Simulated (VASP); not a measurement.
# Mg2Br3: relaxation of cell and atoms with PBE

Mg2Br3:

```
CELL_PARAMETERS angstrom
4.50826 0.00000 0.00000
-2.25413 3.90427 0.00000
0.00000 0.00000 7.01413
ATOMIC_POSITIONS crystal
Mg 0.33333 0.66667 0.24500
Mg 0.66667 0.33333 0.75500
Br 0.00000 0.00000 0.00000
Br 0.33333 0.66667 0.64500
Br 0.66667 0.33333 0.35500
```

```
Program                : VASP 6.6.1
Task                   : relaxation of cell and atoms
Functional             : PBE
Potentials or basis    : VASP PAW PBE potentials, release 64 (Mg, Br)
Cutoff                 : 600 eV
k mesh                 : 6 × 6 × 4
Occupations            : gaussian, width 0.1 eV
Spin                   : no spin polarisation
Dipole correction      : no
Further INCAR settings : ALGO = Normal; EDIFF = 1e-06; IBRION = 2; EDIFFG = -0.04; NSW = 90; ISIF = 3
```

| Item | Value |
| --- | --- |
| Relaxed volume | 29.24 Å³/atom |
| Relaxed cell | a = 4.119 Å, b = 4.119 Å, c = 9.950 Å, α = 90.00°, β = 90.00°, γ = 120.00° |
| Space group after relaxing (to 0.1 Å) | P-3m1 (No. 164) |
| Energy gained by relaxing | 162.7 meV/atom |
| Ionic steps | 24 |
| Pressure after relaxing | 0.0 GPa |
| Largest force after relaxing | 0.035 eV/Å |
| Band gap on the k mesh | zero (an odd number of electrons rules out a gap without spin polarisation) |

Forces on the atoms (eV/Å):
```
Mg   0.000  0.000 -0.035
Mg   0.000  0.000  0.035
Br   0.000  0.000  0.000
Br   0.000  0.000  0.015
Br   0.000  0.000 -0.015
```

Step by step:
```
step  energy change (eV)  largest force (eV/Å)  pressure (GPa)  volume (Å³)
   1              0.0000                0.4964            3.39       123.46
   2             -0.1420                0.2875            0.44       133.03
   3             -0.1517                0.2268           -0.43       136.89
   4             -0.1760                0.2414           -0.36       136.52
   5             -0.2518                0.3112            0.02       135.32
   6             -0.4039                0.4665            1.28       132.38
   7             -0.4316                0.8106            5.39       124.63
   8             -0.4907                0.6295            3.83       127.36
   9             -0.4973                0.6275            3.83       127.47
  10             -0.5161                0.6200            3.82       127.79
  11             -0.5499                0.6098            3.82       128.40
  12             -0.6013                0.6026            3.83       129.48
  13             -0.6333                0.4829            3.97       131.11
  14             -0.6875                0.3713            3.23       133.32
  15             -0.7872                0.0620            1.24       140.08
  16             -0.7413                0.4445           -1.68       154.30
  17             -0.8048                0.1419            0.00       145.19
  18             -0.8050                0.1266            0.10       144.75
  19             -0.8062                0.1176            0.09       144.89
  20             -0.8092                0.0917            0.06       145.32
  21             -0.8123                0.0422            0.00       146.18
  22             -0.8125                0.0451           -0.02       146.47
  23             -0.8129                0.0429           -0.01       146.41
  24             -0.8136                0.0353            0.05       146.21
```

Final structure:
```
CELL_PARAMETERS angstrom
4.11914 0.00000 0.00000
-2.05957 3.56728 0.00000
0.00000 0.00000 9.95026
ATOMIC_POSITIONS crystal
Mg 0.33333 0.66667 0.18169
Mg 0.66667 0.33333 0.81831
Br 0.00000 0.00000 0.00000
Br 0.33333 0.66667 0.68227
Br 0.66667 0.33333 0.31773
```

Levels at points of the mesh, in eV from the Fermi level:
```tsv
k point	band 9	band 10	band 11	band 12	band 13	band 14	band 15	band 16
(0.00, 0.00, 0.00)	-4.92	-4.80	-4.80	-4.57	-1.44	0.60	0.67	3.26
(0.50, 0.00, 0.00)	-5.35	-5.28	-5.12	-5.07	-0.63	1.39	1.42	2.18
(0.00, 0.00, 0.50)	-4.87	-4.87	-4.85	-4.85	-0.97	0.14	0.78	3.22
(0.50, 0.00, 0.50)	-5.55	-5.38	-5.05	-4.83	-0.49	1.06	1.15	2.51
```

Wall time 9.8 min on 1 thread of AMD EPYC 9R45 96-Core Processor (Zen 5), on a shared host, peak memory 0.26 GiB.

Caveat: the volume moved by over 15 % at a fixed basis, so the end points are rough; this functional lacks dispersion, which binds layers or chains, so the pressure and a relaxed spacing across them are unreliable; an odd number of electrons without spin polarisation forces a metal; a magnetic or distorted state may lie lower.
